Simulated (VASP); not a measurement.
# KOs (P-6m2) in VASP: notebook

KOs is run at these levels: PBE; tasks: relaxation of cell and atoms, single point.

All numbers are computed with VASP 6.6.1; they aren't measurements. Logs are shortened: lines on timing, memory, paths and dates and some standing lists are left out, and cuts for length are marked.

## Step 1: The cell of the first run

The structure is hexagonal, space group P-6m2 (No. 187). Conventional cell: a = 4.060 Å, b = 4.060 Å, c = 5.772 Å, α = 90.00°, β = 90.00°, γ = 120.00°. Within 4.9 Å of K (site symmetry -6m2) lie 6 Os at 3.72 Å and 6 K at 4.06 Å. Within 4.9 Å of Os (site symmetry -6m2) lie 6 K at 3.72 Å and 6 Os at 4.06 Å.

The cell was generated, and may not be a known phase.

## Step 2: Relaxation of cell and atoms, PBE

Contents of INCAR:

```
PREC = Accurate
ENCUT = 600
EDIFF = 1E-6
ISMEAR = 0
SIGMA = 0.1
LREAL = F
LASPH = T
NELM = 60
ALGO = Normal
ISIF = 3
LWAVE = F
LCHARG = F
GGA = PE
IBRION = 2
NSW = 90
EDIFFG = -0.04
```

Contents of KPOINTS:

```
Automatic mesh
0
Gamma
  6 6 4
```

Contents of POSCAR:

```
KOs
1.0
    4.0603306300      0.0000000000      0.0000000000
   -2.0301653100      3.5163494700      0.0000000000
    0.0000000000      0.0000000000      5.7716871900
K Os
1 1
Direct
    0.3333333300      0.6666666700      0.5000000000
    0.0000000000      0.0000000000      0.0000000000
```

Potentials or basis: VASP PAW PBE potentials, release 64 (K_sv, Os).

The run is started by

```bash
cat potpaw_PBE.64/K_sv/POTCAR potpaw_PBE.64/Os/POTCAR > POTCAR
mpirun -np 1 vasp_std > vasp.out
```

OUTCAR:

```text
PREC = Accurate
   ENCUT = 600
   EDIFF = 1E-6
   ISMEAR = 0
   LREAL = F
   LASPH = T
   NELM = 60
   ISIF = 3
   GGA = PE
   IBRION = 2
   NSW = 90
   EDIFFG = -0.04

 ion  position               nearest neighbor table
   1  0.333  0.667  0.500-
   2  0.000  0.000  0.000-

  LATTYP: Found a hexagonal cell.
 ALAT       =     4.0603306300
 C/A-ratio  =     1.4214820703

  Lattice vectors:

 A1 = (   4.0603306300,   0.0000000000,   0.0000000000)
 A2 = (  -2.0301653100,   3.5163494700,   0.0000000000)
 A3 = (   0.0000000000,   0.0000000000,   5.7716871900)

Analysis of symmetry for initial positions (statically):
=====================================================================
 Subroutine PRICEL returns:
 Original cell was already a primitive cell.

 Routine SETGRP: Setting up the symmetry group for a
 hexagonal supercell.

 Subroutine GETGRP returns: Found 12 space group operations
 (whereof 12 operations were pure point group operations)
 out of a pool of 24 trial point group operations.

The static configuration has the point symmetry D_3h.

Analysis of symmetry for dynamics (positions and initial velocities):
=====================================================================
 Subroutine PRICEL returns:
 Original cell was already a primitive cell.

 Routine SETGRP: Setting up the symmetry group for a
 hexagonal supercell.

 Subroutine GETGRP returns: Found 12 space group operations
 (whereof 12 operations were pure point group operations)
 out of a pool of 24 trial point group operations.

The dynamic configuration has the point symmetry D_3h.

 Subroutine INISYM returns: Found 12 space group operations
 (whereof 12 operations are pure point group operations),
 and found     1 'primitive' translations

----------------------------------------------------------------------------------------

                                     Primitive cell

  volume of cell :      82.4055

  direct lattice vectors                    reciprocal lattice vectors
     4.060330630  0.000000000  0.000000000     0.246285362  0.142192920  0.000000000
    -2.030165310  3.516349470  0.000000000     0.000000000  0.284385841  0.000000000
     0.000000000  0.000000000  5.771687190     0.000000000  0.000000000  0.173259563

  length of vectors
     4.060330630  4.060330625  5.771687190     0.284385840  0.284385841  0.173259563

  position of ions in fractional coordinates (direct lattice)
     0.333333330  0.666666670  0.500000000
     0.000000000  0.000000000  0.000000000

  ion indices of the primitive-cell ions
   primitive index   ion index
                 1           1
                 2           2

----------------------------------------------------------------------------------------

 KPOINTS: Automatic mesh

Automatic generation of k-mesh.
 Grid dimensions read from file:
 generate k-points for:    6    6    4

 Generating k-lattice:

  Cartesian coordinates                     Fractional coordinates (reciprocal lattice)
     0.041047560  0.023698820  0.000000000     0.166666667 -0.000000000  0.000000000
     0.000000000  0.047397640  0.000000000     0.000000000  0.166666667  0.000000000
     0.000000000  0.000000000  0.043314891     0.000000000  0.000000000  0.250000000

  Length of vectors
     0.047397640  0.047397640  0.043314891

  Shift w.r.t. Gamma in fractional coordinates (k-lattice)
     0.000000000  0.000000000  0.000000000

 Subroutine IBZKPT returns following result:
 ===========================================

 Found     21 irreducible k-points:

 Following reciprocal coordinates:
            Coordinates               Weight
  0.000000  0.000000  0.000000      1.000000
  0.166667 -0.000000  0.000000      6.000000
  0.333333  0.000000  0.000000      6.000000
  0.500000  0.000000  0.000000      3.000000
  0.166667  0.166667  0.000000      6.000000
  0.333333  0.166667  0.000000     12.000000
[... 13 lines left out ...]
  0.333333  0.166667  0.500000     12.000000
  0.333333  0.333333  0.500000      2.000000
   k-points           NKPTS =     21   k-points in BZ     NKDIM =     21   number of bands    NBANDS=     12
   number of dos      NEDOS =    301   number of ions     NIONS =      2
   total plane-waves  NPLWV =  49152
   dimension x,y,z NGX =    32 NGY =   32 NGZ =   48
   dimension x,y,z NGXF=    64 NGYF=   64 NGZF=   96
   ions per type =               1   1
   NGX,Y,Z   is equivalent  to a cutoff of  13.10, 13.10, 13.83 a.u.
   NGXF,Y,Z  is equivalent  to a cutoff of  26.20, 26.20, 27.65 a.u.
 SYSTEM =  unknown system
   PREC   = accura    normal or accurate (medium, high low for compatibility)
   ISTART =      0    job   : 0-new  1-cont  2-samecut
   ICHARG =      2    charge: 1-file 2-atom 10-const
   ISPIN  =      1    spin polarized calculation?
   LNONCOLLINEAR =      F non collinear calculations
   LSORBIT =      F    spin-orbit coupling
   LASPH  =      T    aspherical Exc in radial PAW
   ENCUT  =  600.0 eV  44.10 Ry    6.64 a.u.   8.11  8.11 11.53*2*pi/ulx,y,z
   NELM   =     60;   NELMIN=  2; NELMDL= -5     # of ELM steps
   EDIFF  = 0.1E-05   stopping-criterion for ELM
   LREAL  =      F    real-space projection
   EDIFFG = -.4E-01   stopping-criterion for IOM
   NSW    =     90    number of steps for IOM
   IBRION =      2    ionic relax: 0-MD 1-quasi-New 2-CG
   NFREE  =      1    steps in history (QN), initial steepest desc. (CG)
   ISIF   =      3    stress and relaxation
   ISYM   =      2    0-nonsym 1-usesym 2-fastsym
   POTIM  = 0.5000    time-step for ionic-motion
   TEBEG  =    0.0;   TEEND  =   0.0 temperature during run
   PSTRESS=    0.0 pullay stress
   NELECT =      17.0000    total number of electrons
   NUPDOWN=      -1.0000    fix difference up-down
   EMIN   =  10.00;   EMAX   =-10.00  energy-range for DOS
   EFERMI =   0.00;   METHOD = LEGACY
   ISMEAR =     0;   SIGMA  =   0.10  broadening in eV -4-tet -1-fermi 0-gaus
   EFERMI_NEDOS =   21; number of points for ismear=-14 and -15
   IALGO  =     38    algorithm
   IMIX   =      4    mixing-type and parameters
     AMIX     =   0.40;   BMIX     =  1.00
     AMIX_MAG =   1.60;   BMIX_MAG =  1.00
  volume/ion in A,a.u.               =      41.20       278.05
  Fermi-wavevector in a.u.,A,eV,Ry     =   0.967325  1.827979 12.731211  0.935718
  Thomas-Fermi vector in A             =   2.097201
   LORBIT       =      0    0 simple, 1 ext, 2 COOP (PROOUT), +10 PAW based schemes
   GGA     = PE    functional components
   LHFCALC =     F    Hartree Fock is set to
   AEXX    =    0.0000 exact exchange contribution
   IVDW    =     0    specifies the selected vdW correction
   LEPSILON=     F    determine dielectric tensor
   LRPA    =     F    only Hartree local field effects (RPA)
 conjugate gradient relaxation of ions
 non-spin polarized calculation
 Gauss-broadening in eV      SIGMA  =   0.10
  energy-cutoff  :      600.00
  volume of cell :       82.41
 maximum number of plane-waves:      2760
   NGX = 17   NGY = 17   NGZ = 23

--------------------------------------- Ionic step        1  -------------------------------------------

 number of electron      16.9999999 magnetization

 Free energy of the ion-electron system (eV)
  ---------------------------------------------------
  ext. energy  EPLUGINS =         0.00000000
  ---------------------------------------------------
  free energy    TOTEN  =        -5.92686027 eV

  energy without entropy =       -5.87174895  energy(sigma->0) =       -5.89930461

 E-fermi :  -0.1831     XC(G=0):  -7.7129

 val. band max:       -0.1954914273   @ k =   0.5000   0.0000   0.0000
 cond. band min:      -0.1738034829   @ k =   0.5000   0.0000   0.2500
 fundamental gap:      0.0216879445
 Fermi energy:        -0.1831196167

 k-point     1 :       0.0000    0.0000    0.0000
  band No.  band energies     occupation
      1     -30.5132      2.00000
      2     -13.9558      2.00000
      3     -13.9558      2.00000
      4     -13.9190      2.00000
      5      -3.3213      2.00000
      6      -0.8341      2.00000
      7      -0.5020      1.99999
      8      -0.5020      1.99999
      9      -0.0347      0.03579
     10      -0.0347      0.03579
     11       2.5170      0.00000
     12       3.1933      0.00000
[... 331 lines left out ...]
  energy  without entropy=       -5.8717489543  energy(sigma->0) =       -5.89930461

--------------------------------------- Ionic step        2  -------------------------------------------

 number of electron      17.0000001 magnetization

 E-fermi :   0.9168     XC(G=0):  -8.8544

 val. band max:        0.8491961293   @ k =   0.1667  -0.0000   0.0000
 cond. band min:       0.9219654848   @ k =   0.5000   0.0000   0.0000
 fundamental gap:      0.0727693555
 Fermi energy:         0.9167760068

 k-point     1 :       0.0000    0.0000    0.0000
  band No.  band energies     occupation
      1     -29.1939      2.00000
      2     -12.6161      2.00000
      3     -12.4946      2.00000
      4     -12.4946      2.00000
      5      -2.9971      2.00000
      6      -0.1216      2.00000
      7       0.4895      2.00000
      8       0.4895      2.00000
      9       1.2108      0.00003
     10       1.2108      0.00003
     11       3.7171      0.00000
     12       4.5855      0.00000
[... 363 lines left out ...]
  FREE ENERGIE OF THE ION-ELECTRON SYSTEM (eV)
  ---------------------------------------------------
  free  energy   TOTEN  =        -8.8781077493 eV

  energy  without entropy=       -8.8740373572  energy(sigma->0) =       -8.87607255

 E-fermi :  18.5372     XC(G=0): -16.9549

 val. band max:       18.2987878679   @ k =   0.3333   0.3333   0.0000
 cond. band min:      18.5464863610   @ k =   0.3333   0.0000   0.2500
 fundamental gap:      0.2476984931
 Fermi energy:        18.5372339125

 k-point     1 :       0.0000    0.0000    0.0000
  band No.  band energies     occupation
      1     -22.9978      2.00000
      2      -4.2986      2.00000
      3       3.8610      2.00000
      4       6.9125      2.00000
      5       9.8417      2.00000
      6       9.8417      2.00000
      7      12.5148      2.00000
      8      12.5148      2.00000
      9      22.8078      0.00000
     10      22.8078      0.00000
     11      23.8408      0.00000
     12      26.8868      0.00000
[... 286 lines left out ...]
 k-point    21 :       0.3333    0.3333    0.5000
  band No.  band energies     occupation
      1     -11.5204      2.00000
      2      -5.0254      2.00000
      3      -4.7784      2.00000
      4       3.1243      2.00000
      5       6.6124      2.00000
      6       6.8695      2.00000
      7      12.4396      2.00000
      8      12.6297      2.00000
      9      13.4186      2.00000
     10      18.0352      2.00000
     11      25.3744      0.00000
     12      33.3823      0.00000

[... ionic steps 4 to 12 ...]

--------------------------------------- Ionic step       13  -------------------------------------------

 number of electron      17.0000000 magnetization

------------------------ aborting loop because EDIFF is reached ----------------------------------------

  FORCE on cell =-STRESS in cart. coord.  units (eV):
  Direction    XX          YY          ZZ          XY          YZ          ZX
  --------------------------------------------------------------------------------------
  -------------------------------------------------------------------------------------
  Total        0.3439044      0.3439044     -0.1352808      0.0000000      0.0000000      0.0000000
  in kB       14.3118374     14.3118374     -5.6298125      0.0000000      0.0000000      0.0000000
  external PRESSURE =       7.6646207 kB  Pullay stress =       0.0000000 kB
[... 57 lines left out ...]
  energy  without entropy=       -9.7773610661  energy(sigma->0) =       -9.77839532

--------------------------------------- Ionic step       15  -------------------------------------------

 number of electron      17.0000000 magnetization

 Free energy of the ion-electron system (eV)
  ---------------------------------------------------
  ext. energy  EPLUGINS =         0.00000000
  ---------------------------------------------------
  free energy    TOTEN  =        -9.77953765 eV

  energy without entropy =       -9.77746693  energy(sigma->0) =       -9.77850229

 E-fermi :   5.0455     XC(G=0): -11.1118

 val. band max:        4.5755948338   @ k =   0.0000   0.0000   0.2500
 cond. band min:       5.1407490920   @ k =   0.1667   0.1667   0.0000
 fundamental gap:      0.5651542582
 Fermi energy:         5.0455409703

 k-point     1 :       0.0000    0.0000    0.0000
  band No.  band energies     occupation
      1     -28.2331      2.00000
      2     -11.2817      2.00000
      3      -9.6593      2.00000
      4      -9.6593      2.00000
      5      -2.1644      2.00000
      6       1.8172      2.00000
      7       3.5438      2.00000
      8       3.5438      2.00000
      9       5.6172      0.00000
     10       6.1090      0.00000
     11       6.1090      0.00000
     12       6.8361      0.00000
[... 327 lines left out ...]
  FREE ENERGIE OF THE ION-ELECTRON SYSTEM (eV)
  ---------------------------------------------------
  free  energy   TOTEN  =        -9.7795376491 eV

  energy  without entropy=       -9.7774669272  energy(sigma->0) =       -9.77850229

 reached required accuracy - stopping structural energy minimisation
```

Run time: 6.9 min. Hardware: 1 thread of Intel Xeon 8259CL, shared host; peak memory 0.27 GiB.

What came out:

* Free energy: -9.7795 eV
* Relaxed volume: 19.39 Å³/atom
* Relaxed cell: a = 2.773 Å, b = 2.773 Å, c = 5.822 Å, α = 90.00°, β = 90.00°, γ = 120.00°
* Space group after relaxing (to 0.1 Å): P-6m2 (No. 187)
* Pressure after relaxing: -0.2 GPa
* Band gap on the k mesh: zero (an odd number of electrons rules out a gap without spin polarisation)

Final structure:
```cif
data_structure
_symmetry_space_group_name_H-M 'P 1'
_symmetry_Int_Tables_number 1
_cell_length_a 2.7730
_cell_length_b 2.7730
_cell_length_c 5.8223
_cell_angle_alpha 90.000
_cell_angle_beta 90.000
_cell_angle_gamma 120.000
_cell_volume 38.77
loop_
_atom_site_label
_atom_site_type_symbol
_atom_site_fract_x
_atom_site_fract_y
_atom_site_fract_z
_atom_site_occupancy
K1 K 0.33333 0.66667 0.50000 1
Os1 Os 0.00000 0.00000 0.00000 1
```

Caveat: the volume moved by over 15 % at a fixed basis, so the end points are rough; spin-orbit coupling is left out, which moves the levels of the heavy elements.

[end of part 1 of 2]

The gap in the log of VASP goes by the Fermi energy; the results here count the filled bands.